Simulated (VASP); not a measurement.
# FeO (I4/mmm) in VASP: notebook, part 2 of 2

VASP 6.6.1. The steps go on from the part before.

### 3 Single point, PBE, collinear spin, ferromagnetic start (strain -0.040 along x and y, +0.080 along z)

Input file INCAR:

```
SYSTEM = FeO
  PREC = Accurate
  ENCUT = 600
  EDIFF = 1E-6
  ISMEAR = 0
  SIGMA = 0.15
  LREAL = .False.
  LASPH = .True.
  NELM = 200
  ALGO = Normal
  ISIF = 2
  LWAVE = .False.
  LCHARG = .False.
  ISPIN = 2
  MAGMOM = 3.79 0.35
  LORBIT = 11
  LMAXMIX = 4
  GGA = PE
  NBANDS = 18
  GGA_COMPAT = .False.
```

Input file KPOINTS:

```
regular mesh
0
Gamma
  20 20 20
  0 0 0
```

Input file POSCAR:

```
FeO
1.0
    0.0000000000      2.0691840000      2.3278320000
    2.0691840000      0.0000000000      2.3278320000
    2.0691840000      2.0691840000      0.0000000000
Fe O
1 1
Direct
    0.0000000000      0.0000000000      0.0000000000
    0.5000000000      0.5000000000      0.5000000000
```

Potentials or basis: VASP PAW PBE potentials, release 64 (Fe, O).

Launch:

```
$ cat potpaw_PBE.64/Fe/POTCAR potpaw_PBE.64/O/POTCAR > POTCAR
$ mpirun -np 1 vasp_std > vasp.out
```

OUTCAR:

```text
SYSTEM = FeO
   PREC = Accurate
   ENCUT = 600
   EDIFF = 1E-6
   ISMEAR = 0
   LREAL = .False.
   LASPH = .True.
   NELM = 200
   ISIF = 2
   ISPIN = 2
   LORBIT = 11
   GGA = PE

 ion  position               nearest neighbor table
   1  0.000  0.000  0.000-   2 2.07   2 2.07   2 2.07   2 2.07   2 2.33   2 2.33
   2  0.500  0.500  0.500-   1 2.07   1 2.07   1 2.07   1 2.07   1 2.33   1 2.33

  LATTYP: Found a body centered tetragonal cell.
 ALAT       =     2.9262680758
 C/A-ratio  =     1.5909902577

  Lattice vectors:

 A1 = (  -2.0691840000,   0.0000000000,   2.3278320000)
 A2 = (   2.0691840000,   0.0000000000,   2.3278320000)
 A3 = (   0.0000000000,   2.0691840000,  -2.3278320000)

Analysis of symmetry for initial positions (statically):
=====================================================================
 Subroutine PRICEL returns:
 Original cell was already a primitive cell.

 Routine SETGRP: Setting up the symmetry group for a
 body centered tetragonal supercell.

 Subroutine GETGRP returns: Found 16 space group operations
 (whereof 16 operations were pure point group operations)
 out of a pool of 16 trial point group operations.

The static configuration has the point symmetry D_4h.

Analysis of symmetry for dynamics (positions and initial velocities):
=====================================================================
 Subroutine PRICEL returns:
 Original cell was already a primitive cell.

 Routine SETGRP: Setting up the symmetry group for a
 body centered tetragonal supercell.

 Subroutine GETGRP returns: Found 16 space group operations
 (whereof 16 operations were pure point group operations)
 out of a pool of 16 trial point group operations.

The dynamic configuration has the point symmetry D_4h.

Analysis of structural, dynamic, and magnetic symmetry:
=====================================================================
 Subroutine PRICEL returns:
 Original cell was already a primitive cell.

 Routine SETGRP: Setting up the symmetry group for a
[... 150 lines left out ...]
  ---------------------------------------------------
  free energy    TOTEN  =       -14.87838715 eV

  energy without entropy =      -14.85972871  energy(sigma->0) =      -14.86905793

 E-fermi :   6.2622     XC(G=0): -12.1750

 val. band max:        6.2615784263   @ k =   0.1500   0.0500   0.1000
 cond. band min:       6.2649265155   @ k =  -0.3000   0.3500   0.2000
 fundamental gap:      0.0033480893
 Fermi energy:         6.2622057882

 spin component 1

 k-point     1 :       0.0000    0.0000    0.0000
  band No.  band energies     occupation
      1     -14.6387      1.00000
      2       2.0924      1.00000
      3       2.2637      1.00000
      4       2.2637      1.00000
      5       2.3514      1.00000
      6       2.4441      1.00000
[... 493 lines left out ...]
     17      31.0548      0.00000
     18      34.4315      0.00000

 [... further k-points ...]

 spin component 2

 k-point     1 :       0.0000    0.0000    0.0000
  band No.  band energies     occupation
      1     -14.1258      1.00000
      2       2.7495      1.00000
      3       2.7495      1.00000
      4       3.0772      1.00000
      5       5.1452      1.00000
      6       5.6673      1.00000
[... 493 lines left out ...]
     17      31.5734      0.00000
     18      35.1609      0.00000

 [... further k-points ...]

------------------------ aborting loop because EDIFF is reached ----------------------------------------

  FORCE on cell =-STRESS in cart. coord.  units (eV):
  Direction    XX          YY          ZZ          XY          YZ          ZX
  --------------------------------------------------------------------------------------
  -------------------------------------------------------------------------------------
  Total        0.8663957      0.8663957     -0.4238891      0.0000000      0.0000000     -0.0000000
  in kB       69.6381191     69.6381191    -34.0708532      0.0000000      0.0000000     -0.0000000
  external PRESSURE =      35.0684617 kB  Pullay stress =       0.0000000 kB

 VOLUME and BASIS-vectors are now :
 -----------------------------------------------------------------------------
  energy-cutoff  :      600.00
  volume of cell :       19.93
      direct lattice vectors                 reciprocal lattice vectors
     0.000000000  2.069184000  2.327832000    -0.241641149  0.241641149  0.214792133
     2.069184000  0.000000000  2.327832000     0.241641149 -0.241641149  0.214792133
     2.069184000  2.069184000  0.000000000     0.241641149  0.241641149 -0.214792133

 POSITION                                       TOTAL-FORCE (eV/Angst)
 -----------------------------------------------------------------------------------
      0.00000      0.00000      0.00000         0.000000     -0.000000      0.000000
      2.06918      2.06918      2.32783        -0.000000      0.000000      0.000000
 -----------------------------------------------------------------------------------
    total drift:                                0.000000      0.000000      0.000000

  FREE ENERGIE OF THE ION-ELECTRON SYSTEM (eV)
  ---------------------------------------------------
  free  energy   TOTEN  =       -14.8783871524 eV

  energy  without entropy=      -14.8597287111  energy(sigma->0) =      -14.86905793

 total charge

# of ion       s       p       d       tot
------------------------------------------
    1        0.302   0.379   6.115   6.796
    2        1.556   3.445   0.000   5.001
--------------------------------------------------
tot          1.858   3.823   6.115  11.796

 magnetization (x)

# of ion       s       p       d       tot
------------------------------------------
    1        0.030   0.021   3.482   3.533
    2        0.028   0.258   0.000   0.287
--------------------------------------------------
tot          0.059   0.279   3.482   3.820
```

OSZICAR:

```text
N       E                     dE             d eps       ncg     rms          rms(c)
DAV:   1     0.772140716054E+02    0.77214E+02   -0.75270E+03 49494   0.101E+03
DAV:   2    -0.122984295243E+02   -0.89513E+02   -0.75767E+02 47694   0.220E+02
DAV:   3    -0.175639339528E+02   -0.52655E+01   -0.51320E+01 53972   0.572E+01
DAV:   4    -0.176051084720E+02   -0.41175E-01   -0.41149E-01 55716   0.475E+00
DAV:   5    -0.176053876469E+02   -0.27917E-03   -0.27916E-03 55012   0.409E-01    0.167E+01
DAV:   6    -0.156298301810E+02    0.19756E+01   -0.15847E+01 62044   0.568E+01    0.195E+01
DAV:   7    -0.149051806661E+02    0.72465E+00   -0.32854E+00 60004   0.349E+01    0.935E+00
DAV:   8    -0.148978717236E+02    0.73089E-02   -0.17980E-01 57174   0.417E+00    0.555E+00
DAV:   9    -0.148746416812E+02    0.23230E-01   -0.78208E-02 72032   0.445E+00    0.146E+00
DAV:  10    -0.148793648732E+02   -0.47232E-02   -0.14812E-02 65192   0.232E+00    0.465E-01
DAV:  11    -0.148783337424E+02    0.10311E-02   -0.56633E-03 66814   0.108E+00    0.109E-01
DAV:  12    -0.148783863237E+02   -0.52581E-04   -0.51341E-04 57168   0.219E-01    0.684E-02
DAV:  13    -0.148783828722E+02    0.34516E-05   -0.22906E-05 62114   0.584E-02    0.258E-02
DAV:  14    -0.148783866972E+02   -0.38250E-05   -0.31319E-06 55372   0.205E-02    0.112E-02
DAV:  15    -0.148783871524E+02   -0.45523E-06   -0.67584E-07 37294   0.107E-02
   1 F= -.14878387E+02 E0= -.14869058E+02  d E =-.186584E-01  mag=     3.8994
```

It took 6.3 min on 1 thread of AMD EPYC 9R45 (Zen 5), shared host; peak memory 0.48 GiB.

Results:

* Free energy: -14.8784 eV
* Pressure: 3.5 GPa
* Net moment: 3.90 μB per cell
* Site moments: Fe +3.53; O +0.29 μB
* Valence electrons inside the program's atomic spheres: Fe 6.80; O 5.00

Caveat: the cell differs from its parent crystal (strain -0.040 along x and y, +0.080 along z); the cell stands under pressure; a cell with one magnetic atom can't hold antiferromagnetic order, which such compounds often take; semilocal functionals often make such compounds metallic where correlation or magnetic order opens a gap, which also shifts bond lengths.
